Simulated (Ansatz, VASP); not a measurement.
**Two plane-wave programs on KF**

File POSCAR:

```
KF
1.0
    0.0000000000      2.6734993184      2.6734993184
    2.6734993184      0.0000000000      2.6734993184
    2.6734993184      2.6734993184      0.0000000000
K F
1 1
Direct
    0.0000000000      0.0000000000      0.0000000000
    0.5000000000      0.5000000000      0.5000000000
```

The input INCAR.step1:

```
  PREC = Accurate
  ENCUT = 520
  EDIFF = 1E-5
  ISMEAR = 0
  SIGMA = 0.05
  LREAL = False
  LASPH = True
  NELM = 100
  ALGO = Normal
  ISIF = 2
  LWAVE = True
  LCHARG = False
  NBANDS = 15
  GGA = PE
```

Contents of INCAR.step2:

```
  PREC = Accurate
  ENCUT = 520
  EDIFF = 1E-6
  ISMEAR = 0
  SIGMA = 0.05
  LREAL = False
  LASPH = True
  NELM = 100
  ALGO = Normal
  ISIF = 2
  LWAVE = False
  LCHARG = False
  GGA = PE
  LHFCALC = True
  AEXX = 0.45
  HFSCREEN = 0.3
  PRECFOCK = Normal
  NBANDS = 15
  ISTART = 1
```

KPOINTS

```
regular mesh
0
Gamma
  4 4 4
```

Input for Ansatz:

```yaml
crystal:
  lattice:
    - [0.0, 2.6734993184, 2.6734993184]
    - [2.6734993184, 0.0, 2.6734993184]
    - [2.6734993184, 2.6734993184, 0.0]
  atoms:
    - { symbol: K, position: [0.0, 0.0, 0.0] }
    - { symbol: F, position: [0.5, 0.5, 0.5] }
basis:
  ecutwfc: 420
  ecutrho_ratio: 4
kpoints:
  mp_grid: { grid: [4, 4, 4] }
hamiltonian:
  xc: { preset: hse06, exx: { coeff: 0.45, omega: 0.3 } }
scf:
  occupations: { method: gaussian, width: 0.05 }
  n_extra_bands: 9
output:
  forces: true
  stress: true
  eigenvalues: true
  populations: true
  dos: { projected: true, de: 0.02 }
```

Alike in both runs: task single point; functional PBE-based screened hybrid with a share of 0.45 of exact exchange and HFSCREEN = 0.3; k mesh 4 × 4 × 4; occupations gaussian, width 0.05 eV; no spin polarisation.

|  | VASP | Ansatz |
| --- | --- | --- |
| version | VASP 6.6.1 | Ansatz 0.2.0 |
| potentials or method | VASP PAW PBE potentials, release 64 (K_sv, F), cutoff 520 eV | scalar-relativistic, plane waves, PAW |
| valence electrons in the cell | 16 | 16 |

|  | VASP | Ansatz | Ansatz less VASP |
| --- | --- | --- | --- |
| gap on the k mesh at the Fermi level (eV) | 9.30 | 9.32 | +0.023 |
| least direct gap on the mesh (eV) | 9.30 | 9.32 | +0.023 |
| pressure (GPa) | -0.2 | -0.3 | -0.11 |

VASP's potentials were made for PBE, not for PBE-based screened hybrid. Ansatz's warnings: stress exchange threshold loose, stress scf threshold loose.

The k mesh is coarse, so the values compare programs but aren't converged.
